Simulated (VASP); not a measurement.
# V (P6_3/mmc) in VASP: a series of runs, part 2 of 2

VASP 6.6.1. Earlier steps stand in the parts before.

## 3. Single point, PBEsol (strain -0.030 along x and y, -0.015 along z)

Input file INCAR:

```
ALGO = Fast ; EDIFF = 1E-7
ENCUT = 520 ; GGA = PS
ISIF = 2 ; ISMEAR = 0
LASPH = True ; LCHARG = False
LREAL = False ; LWAVE = False
NBANDS = 20 ; NELM = 60
PREC = Accurate ; SIGMA = 0.15
```

Input file KPOINTS:

```
k-points
0
Gamma
  21 21 10
```

Input file POSCAR:

```
V
1.0
    2.5261652796      0.0000000000      0.0000000000
   -1.2630826398      2.1877233063      0.0000000000
    0.0000000000      0.0000000000      4.6524859600
V
2
Direct
    0.6666666667      0.3333333333      0.7500000000
    0.3333333333      0.6666666667      0.2500000000
```

Potentials or basis: VASP PAW PBE potentials, release 64 (V_sv).

Launch:

```
$ cat potpaw_PBE.64/V_sv/POTCAR > POTCAR
$ mpirun -np 1 vasp_std > vasp.out
```

OUTCAR:

```text
EDIFF = 1E-7
   ENCUT = 520
   GGA = PS
   ISIF = 2
   ISMEAR = 0
   LASPH = True
   LREAL = False
   NELM = 60
   PREC = Accurate

 ion  position               nearest neighbor table
   1  0.667  0.333  0.750-   2 2.75   2 2.75   2 2.75   2 2.75   2 2.75   2 2.75
   2  0.333  0.667  0.250-   1 2.75   1 2.75   1 2.75   1 2.75   1 2.75   1 2.75

  LATTYP: Found a hexagonal cell.
 ALAT       =     2.5261652796
 C/A-ratio  =     1.8417187496

  Lattice vectors:

 A1 = (   2.5261652796,   0.0000000000,   0.0000000000)
 A2 = (  -1.2630826398,   2.1877233063,   0.0000000000)
 A3 = (   0.0000000000,   0.0000000000,   4.6524859600)

Analysis of symmetry for initial positions (statically):
=====================================================================
 Subroutine PRICEL returns:
 Original cell was already a primitive cell.

 Routine SETGRP: Setting up the symmetry group for a
 hexagonal supercell.

 Subroutine GETGRP returns: Found 24 space group operations
 (whereof 12 operations were pure point group operations)
 out of a pool of 24 trial point group operations.

The static configuration has the point symmetry D_3d.
 The point group associated with its full space group is D_6h.

Analysis of symmetry for dynamics (positions and initial velocities):
=====================================================================
 Subroutine PRICEL returns:
 Original cell was already a primitive cell.

 Routine SETGRP: Setting up the symmetry group for a
 hexagonal supercell.

 Subroutine GETGRP returns: Found 24 space group operations
 (whereof 12 operations were pure point group operations)
 out of a pool of 24 trial point group operations.

The dynamic configuration has the point symmetry D_3d.
 The point group associated with its full space group is D_6h.

 Subroutine INISYM returns: Found 24 space group operations
[... 105 lines left out ...]
   POTIM  = 0.5000    time-step for ionic-motion
   TEBEG  =    0.0;   TEEND  =   0.0 temperature during run
   PSTRESS=    0.0 pullay stress
   NELECT =      26.0000    total number of electrons
   NUPDOWN=      -1.0000    fix difference up-down
   EMIN   =  10.00;   EMAX   =-10.00  energy-range for DOS
   EFERMI =   0.00;   METHOD = LEGACY
   ISMEAR =     0;   SIGMA  =   0.15  broadening in eV -4-tet -1-fermi 0-gaus
   EFERMI_NEDOS =   21; number of points for ismear=-14 and -15
   IALGO  =     68    algorithm
   IMIX   =      4    mixing-type and parameters
     AMIX     =   0.40;   BMIX     =  1.00
     AMIX_MAG =   1.60;   BMIX_MAG =  1.00
  volume/ion in A,a.u.               =      12.86        86.76
  Fermi-wavevector in a.u.,A,eV,Ry     =   1.643184  3.105168 36.736461  2.700054
  Thomas-Fermi vector in A             =   2.733361
   LORBIT       =      0    0 simple, 1 ext, 2 COOP (PROOUT), +10 PAW based schemes
   GGA     = PS    functional components
   LHFCALC =     F    Hartree Fock is set to
   AEXX    =    0.0000 exact exchange contribution
   IVDW    =     0    specifies the selected vdW correction
   LEPSILON=     F    determine dielectric tensor
   LRPA    =     F    only Hartree local field effects (RPA)
 non-spin polarized calculation
 RMM-DIIS sequential band-by-band and
 Gauss-broadening in eV      SIGMA  =   0.15
  energy-cutoff  :      520.00
  volume of cell :       25.71
 maximum number of plane-waves:       726
 NGX is ok and might be reduce to    20
   NGX =  9   NGY =  9   NGZ = 17

 number of electron      26.0000003 magnetization

 Free energy of the ion-electron system (eV)
  ---------------------------------------------------
  ext. energy  EPLUGINS =         0.00000000
  ---------------------------------------------------
  free energy    TOTEN  =       -18.72529885 eV

  energy without entropy =      -18.68992616  energy(sigma->0) =      -18.70761250

 E-fermi :  10.5272     XC(G=0): -13.2951

 val. band max:       10.5240494537   @ k =   0.3333  -0.0000   0.1000
 cond. band min:      10.5351842920   @ k =   0.3810   0.1429   0.4000
 fundamental gap:      0.0111348383
 Fermi energy:        10.5271753546

 k-point     1 :       0.0000    0.0000    0.0000
  band No.  band energies     occupation
      1     -53.1952      2.00000
      2     -53.0554      2.00000
      3     -27.4719      2.00000
      4     -26.6793      2.00000
      5     -26.4679      2.00000
      6     -26.4679      2.00000
[... 541 lines left out ...]
     19      13.6708      0.00000
     20      17.0782      0.00000

 [... further k-points ...]
[... 5 lines left out ...]
  --------------------------------------------------------------------------------------
  -------------------------------------------------------------------------------------
  Total        1.4268660      1.4268660      0.6860091      0.0000000     -0.0000000      0.0000000
  in kB       88.9108057     88.9108057     42.7465682      0.0000000     -0.0000000      0.0000000
  external PRESSURE =      73.5227265 kB  Pullay stress =       0.0000000 kB

 VOLUME and BASIS-vectors are now :
 -----------------------------------------------------------------------------
  energy-cutoff  :      520.00
  volume of cell :       25.71
      direct lattice vectors                 reciprocal lattice vectors
     2.526165280  0.000000000  0.000000000     0.395856917  0.228548098  0.000000000
    -1.263082640  2.187723306  0.000000000     0.000000000  0.457096195  0.000000000
     0.000000000  0.000000000  4.652485960     0.000000000  0.000000000  0.214938854

 POSITION                                       TOTAL-FORCE (eV/Angst)
 -----------------------------------------------------------------------------------
      1.26308      0.72924      3.48936        -0.000000      0.000000      0.000000
     -0.00000      1.45848      1.16312         0.000000     -0.000000      0.000000
 -----------------------------------------------------------------------------------
    total drift:                               -0.000000      0.000000     -0.000000

  FREE ENERGIE OF THE ION-ELECTRON SYSTEM (eV)
  ---------------------------------------------------
  free  energy   TOTEN  =       -18.7252988456 eV

  energy  without entropy=      -18.6899261627  energy(sigma->0) =      -18.70761250
```

stdout:

```text
POSCAR found type information on POSCAR V
 POSCAR found :  1 types and       2 ions
 scaLAPACK will be used
 -----------------------------------------------------------------------------
|                                                                             |
|                                                                             |
|     You enforced a specific xc type in the INCAR file but a different       |
|     I HOPE YOU KNOW WHAT YOU ARE DOING!                                     |
|                                                                             |
 -----------------------------------------------------------------------------

 LDA part: xc-table for (Slater+PW92), standard interpolation
 POSCAR, INCAR and KPOINTS ok, starting setup
 FFT: planning ... GRIDC
 FFT: planning ... GRID_SOFT
 FFT: planning ... GRID
 WAVECAR not read
 entering main loop
```

Run time: 62 s. Hardware: 1 thread of Intel Xeon 6975P-C (Granite Rapids), shared host; peak memory 0.23 GiB.

What came out:

```
Free energy            : -18.7253 eV
Pressure               : 7.4 GPa
Band gap on the k mesh : zero (band 13 reaches 12.35 eV, above the bottom of band 14 at 9.90 eV)
```

Stress tensor (GPa, compression positive):
```
8.89 0.00 0.00
0.00 8.89 0.00
0.00 0.00 4.27
```

Caveat: the cell differs from its parent crystal (strain -0.030 along x and y, -0.015 along z); the PAW data sets were made with another functional, which shifts forces and pressure a little.

## 4. Single point, PBEsol (strain -0.030 along x and y, +0.000 along z)

Input file INCAR:

```
SYSTEM = V
ALGO     = Fast           ! electronic algorithm
EDIFF    = 1E-7           ! SCF threshold, eV
ENCUT    = 520            ! plane-wave cutoff, eV
GGA      = PS             ! functional
ISIF     = 2              ! what is computed and relaxed
ISMEAR   = 0              ! smearing method
LASPH    = .True.         ! aspherical terms in the spheres
LCHARG   = .False.        ! write CHGCAR
LREAL    = .False.        ! projectors in reciprocal space
LWAVE    = .False.        ! write WAVECAR
NBANDS   = 20             ! bands
NELM     = 80             ! most SCF steps
PREC     = Accurate       ! precision mode
SIGMA    = 0.15           ! smearing width, eV
```

Input file KPOINTS:

```
k-points
0
Gamma
  21 21 10
  0 0 0
```

Changes to POSCAR since step 3:

```diff
@@ -4,3 +4,3 @@
    -1.2630826398      2.1877233063      0.0000000000
-    0.0000000000      0.0000000000      4.6524859600
+    0.0000000000      0.0000000000      4.7233360000
 V
```

Launch:

```
$ cat potpaw_PBE.64/V_sv/POTCAR > POTCAR
$ mpirun -np 1 vasp_std > vasp.out
```

It took 65 s on 1 thread of Intel Xeon 6975P-C (Granite Rapids), shared host; peak memory 0.23 GiB.

The run converged. Its results:

```
Free energy            : -18.7294 eV
Pressure               : 4.3 GPa
Band gap on the k mesh : zero (band 13 reaches 12.15 eV, above the bottom of band 14 at 9.71 eV)
```

Stress tensor (GPa, compression positive):
```
 6.94  0.00  0.00
 0.00  6.94  0.00
 0.00  0.00 -0.91
```

Levels at points of the mesh, in eV from the Fermi level:
| k point | band 9 | band 10 | band 11 | band 12 | band 13 | band 14 | band 15 | band 16 | band 17 | band 18 |
| --- | --- | --- | --- | --- | --- | --- | --- | --- | --- | --- |
| (0.00, 0.00, 0.00) | -7.00 | -3.62 | -0.87 | -0.40 | 0.37 | 0.37 | 0.67 | 0.67 | 2.12 | 2.12 |
| (0.00, 0.00, 0.50) | -5.22 | -5.22 | -1.26 | -1.26 | 0.42 | 0.42 | 0.42 | 0.42 | 2.75 | 2.75 |

Caveat: the cell differs from its parent crystal (strain -0.030 along x and y, +0.000 along z); the PAW data sets were made with another functional, which shifts forces and pressure a little.

## 5. Single point, PBEsol (strain -0.030 along x and y, +0.015 along z)

Input file INCAR:

```
PREC = Accurate ; ENCUT = 520
EDIFF = 1E-6 ; ISMEAR = 0
SIGMA = 0.15 ; LREAL = F
LASPH = T ; NELM = 60
ALGO = Fast ; ISIF = 2
LWAVE = F ; LCHARG = T
GGA = PS ; LELF = T
LVHAR = T ; NBANDS = 20
```

Input file KPOINTS:

```
Automatic mesh
0
Gamma
  21 21 10
```

Changes to POSCAR since step 4:

```diff
@@ -4,3 +4,3 @@
    -1.2630826398      2.1877233063      0.0000000000
-    0.0000000000      0.0000000000      4.7233360000
+    0.0000000000      0.0000000000      4.7941860400
 V
```

Potentials or basis: VASP PAW PBE potentials, release 64 (V_sv).

Launch:

```
$ cat potpaw_PBE.64/V_sv/POTCAR > POTCAR
$ mpirun -np 1 vasp_std > vasp.out
```

OUTCAR:

```text
PREC = Accurate
   ENCUT = 520
   EDIFF = 1E-6
   ISMEAR = 0
   LREAL = F
   LASPH = T
   NELM = 60
   ISIF = 2
   GGA = PS

 ion  position               nearest neighbor table
   1  0.667  0.333  0.750-   2 2.81   2 2.81   2 2.81   2 2.81   2 2.81   2 2.81
   2  0.333  0.667  0.250-   1 2.81   1 2.81   1 2.81   1 2.81   1 2.81   1 2.81

  LATTYP: Found a hexagonal cell.
 ALAT       =     2.5261652796
 C/A-ratio  =     1.8978117064

  Lattice vectors:

 A1 = (   2.5261652796,   0.0000000000,   0.0000000000)
 A2 = (  -1.2630826398,   2.1877233063,   0.0000000000)
 A3 = (   0.0000000000,   0.0000000000,   4.7941860400)

Analysis of symmetry for initial positions (statically):
=====================================================================
 Subroutine PRICEL returns:
 Original cell was already a primitive cell.

 Routine SETGRP: Setting up the symmetry group for a
 hexagonal supercell.

 Subroutine GETGRP returns: Found 24 space group operations
 (whereof 12 operations were pure point group operations)
 out of a pool of 24 trial point group operations.

The static configuration has the point symmetry D_3d.
 The point group associated with its full space group is D_6h.

Analysis of symmetry for dynamics (positions and initial velocities):
=====================================================================
 Subroutine PRICEL returns:
 Original cell was already a primitive cell.

 Routine SETGRP: Setting up the symmetry group for a
 hexagonal supercell.

 Subroutine GETGRP returns: Found 24 space group operations
 (whereof 12 operations were pure point group operations)
 out of a pool of 24 trial point group operations.

The dynamic configuration has the point symmetry D_3d.
 The point group associated with its full space group is D_6h.

 Subroutine INISYM returns: Found 24 space group operations
[... 106 lines left out ...]
   TEBEG  =    0.0;   TEEND  =   0.0 temperature during run
   PSTRESS=    0.0 pullay stress
   NELECT =      26.0000    total number of electrons
   NUPDOWN=      -1.0000    fix difference up-down
   EMIN   =  10.00;   EMAX   =-10.00  energy-range for DOS
   EFERMI =   0.00;   METHOD = LEGACY
   ISMEAR =     0;   SIGMA  =   0.15  broadening in eV -4-tet -1-fermi 0-gaus
   EFERMI_NEDOS =   21; number of points for ismear=-14 and -15
   IALGO  =     68    algorithm
   IMIX   =      4    mixing-type and parameters
     AMIX     =   0.40;   BMIX     =  1.00
     AMIX_MAG =   1.60;   BMIX_MAG =  1.00
  volume/ion in A,a.u.               =      13.25        89.40
  Fermi-wavevector in a.u.,A,eV,Ry     =   1.626833  3.074268 36.008977  2.646585
  Thomas-Fermi vector in A             =   2.719727
   LORBIT       =      0    0 simple, 1 ext, 2 COOP (PROOUT), +10 PAW based schemes
   GGA     = PS    functional components
   LHFCALC =     F    Hartree Fock is set to
   AEXX    =    0.0000 exact exchange contribution
   IVDW    =     0    specifies the selected vdW correction
   LEPSILON=     F    determine dielectric tensor
   LRPA    =     F    only Hartree local field effects (RPA)
 non-spin polarized calculation
 RMM-DIIS sequential band-by-band and
 Gauss-broadening in eV      SIGMA  =   0.15
  energy-cutoff  :      520.00
  volume of cell :       26.50
 maximum number of plane-waves:       738
 NGX is ok and might be reduce to    20
   NGX =  9   NGY =  9   NGZ = 17

 number of electron      25.9999991 magnetization

 Free energy of the ion-electron system (eV)
  ---------------------------------------------------
  ext. energy  EPLUGINS =         0.00000000
  ---------------------------------------------------
  free energy    TOTEN  =       -18.72132533 eV

  energy without entropy =      -18.68355996  energy(sigma->0) =      -18.70244265

 E-fermi :  10.1351     XC(G=0): -13.1194

 val. band max:       10.1334701655   @ k =   0.3333   0.1429   0.2000
 cond. band min:      10.1384000010   @ k =   0.1905   0.1905   0.0000
 fundamental gap:      0.0049298356
 Fermi energy:        10.1351208711

 k-point     1 :       0.0000    0.0000    0.0000
  band No.  band energies     occupation
      1     -53.6037      2.00000
      2     -53.4960      2.00000
      3     -27.8319      2.00000
      4     -27.1740      2.00000
      5     -26.8757      2.00000
      6     -26.8757      2.00000
[... 541 lines left out ...]
     19      13.1298      0.00000
     20      16.3284      0.00000

 [... further k-points ...]
[... 5 lines left out ...]
  --------------------------------------------------------------------------------------
  -------------------------------------------------------------------------------------
  Total        0.8516637      0.8516637     -0.9375418      0.0000000      0.0000000      0.0000000
  in kB       51.5002916     51.5002916    -56.6933562      0.0000000      0.0000000      0.0000000
  external PRESSURE =      15.4357423 kB  Pullay stress =       0.0000000 kB

 VOLUME and BASIS-vectors are now :
 -----------------------------------------------------------------------------
  energy-cutoff  :      520.00
  volume of cell :       26.50
      direct lattice vectors                 reciprocal lattice vectors
     2.526165280  0.000000000  0.000000000     0.395856917  0.228548098  0.000000000
    -1.263082640  2.187723306  0.000000000     0.000000000  0.457096195  0.000000000
     0.000000000  0.000000000  4.794186040     0.000000000  0.000000000  0.208585981

 POSITION                                       TOTAL-FORCE (eV/Angst)
 -----------------------------------------------------------------------------------
      1.26308      0.72924      3.59564         0.000000      0.000000      0.000000
     -0.00000      1.45848      1.19855        -0.000000      0.000000      0.000000
 -----------------------------------------------------------------------------------
    total drift:                               -0.000000      0.000000     -0.000000

  FREE ENERGIE OF THE ION-ELECTRON SYSTEM (eV)
  ---------------------------------------------------
  free  energy   TOTEN  =       -18.7213253276 eV

  energy  without entropy=      -18.6835599625  energy(sigma->0) =      -18.70244265
```

stdout:

```text
POSCAR found type information on POSCAR V
 POSCAR found :  1 types and       2 ions
 scaLAPACK will be used
 -----------------------------------------------------------------------------
|                                                                             |
|                                                                             |
|     You enforced a specific xc type in the INCAR file but a different       |
|     I HOPE YOU KNOW WHAT YOU ARE DOING!                                     |
|                                                                             |
 -----------------------------------------------------------------------------

 LDA part: xc-table for (Slater+PW92), standard interpolation
 POSCAR, INCAR and KPOINTS ok, starting setup
 FFT: planning ... GRIDC
 FFT: planning ... GRID_SOFT
 FFT: planning ... GRID
 WAVECAR not read
 entering main loop
```

Run time: 56 s. Hardware: 1 thread of Intel Xeon 6975P-C (Granite Rapids), shared host; peak memory 0.23 GiB.

What came out:

```yaml
Free_energy: -18.7213 eV
Pressure: 1.5 GPa
Band_gap_on_the_k_mesh: zero (band 13 reaches 11.94 eV, above the bottom of band 14 at 9.52 eV)
```

Stress tensor (GPa, compression positive):
```
 5.15  0.00  0.00
 0.00  5.15  0.00
 0.00  0.00 -5.67
```

Caveat: the cell differs from its parent crystal (strain -0.030 along x and y, +0.015 along z); the PAW data sets were made with another functional, which shifts forces and pressure a little.

## 6. Single point, PBEsol (strain -0.030 along x and y, +0.030 along z)

Input file INCAR:

```
ALGO     = Fast           # electronic algorithm
EDIFF    = 1E-6           # SCF threshold, eV
ENCUT    = 520            # plane-wave cutoff, eV
GGA      = PS             # functional
ISIF     = 2              # what is computed and relaxed
ISMEAR   = 0              # smearing method
LASPH    = True           # aspherical terms in the spheres
LCHARG   = False          # write CHGCAR
LREAL    = False          # projectors in reciprocal space
LWAVE    = False          # write WAVECAR
NBANDS   = 20             # bands
NELM     = 100            # most SCF steps
PREC     = Accurate       # precision mode
SIGMA    = 0.15           # smearing width, eV
```

Input file KPOINTS:

```
k-points
0
Gamma
  21 21 10
```

Changes to POSCAR since step 5:

```diff
@@ -4,3 +4,3 @@
    -1.2630826398      2.1877233063      0.0000000000
-    0.0000000000      0.0000000000      4.7941860400
+    0.0000000000      0.0000000000      4.8650360800
 V
```

Potentials or basis: VASP PAW PBE potentials, release 64 (V_sv).

Launch:

```
$ cat potpaw_PBE.64/V_sv/POTCAR > POTCAR
$ mpirun -np 1 vasp_std > vasp.out
```

It took 59 s on 1 thread of Intel Xeon 6975P-C (Granite Rapids), shared host; peak memory 0.23 GiB.

It converged, with:

```
Free energy            : -18.7023 eV
Pressure               : -1.0 GPa
Band gap on the k mesh : zero (band 13 reaches 11.73 eV, above the bottom of band 14 at 9.33 eV)
```

Stress tensor (GPa, compression positive):
```
  3.54   0.00   0.00
  0.00   3.54   0.00
  0.00   0.00 -10.00
```

Levels at points of the mesh, in eV from the Fermi level:
```csv
k point,band 9,band 10,band 11,band 12,band 13,band 14,band 15,band 16,band 17,band 18
"(0.00, 0.00, 0.00)",-6.92,-3.59,-1.03,-0.69,0.39,0.39,0.64,0.64,2.20,2.20
"(0.00, 0.00, 0.50)",-5.24,-5.24,-1.35,-1.35,0.45,0.45,0.45,0.45,2.71,2.71
```

Caveat: the cell differs from its parent crystal (strain -0.030 along x and y, +0.030 along z); the PAW data sets were made with another functional, which shifts forces and pressure a little.

## 7. Overview

```tsv
cell	further INCAR settings	gap on the mesh (eV)	pressure (GPa)
a = 2.526, b = 2.526, c = 4.582 Å, angles 90.0, 90.0, 120.0°, 2 atoms	ALGO = Fast; EDIFF = 1e-06; NBANDS = 20	none	10.7
a = 2.526, b = 2.526, c = 4.652 Å, angles 90.0, 90.0, 120.0°, 2 atoms	ALGO = Fast; EDIFF = 1e-07; NBANDS = 20	none	7.4
a = 2.526, b = 2.526, c = 4.723 Å, angles 90.0, 90.0, 120.0°, 2 atoms	ALGO = Fast; EDIFF = 1e-07; NBANDS = 20	none	4.3
a = 2.526, b = 2.526, c = 4.794 Å, angles 90.0, 90.0, 120.0°, 2 atoms	ALGO = Fast; EDIFF = 1e-06; NBANDS = 20	none	1.5
a = 2.526, b = 2.526, c = 4.865 Å, angles 90.0, 90.0, 120.0°, 2 atoms	ALGO = Fast; EDIFF = 1e-06; NBANDS = 20	none	-1.0
```

Alike in all rows: task single point; level PBEsol; potentials or basis VASP PAW PBE potentials, release 64 (V_sv); no spin polarisation; k mesh 21 × 21 × 10; cutoff (eV) 520; smearing gaussian 0.15 eV.

Caveats: the PAW data sets were made with another functional, which shifts forces and pressure a little.

Total energies depend on the potentials used, so only differences within one code and one set of settings carry meaning.
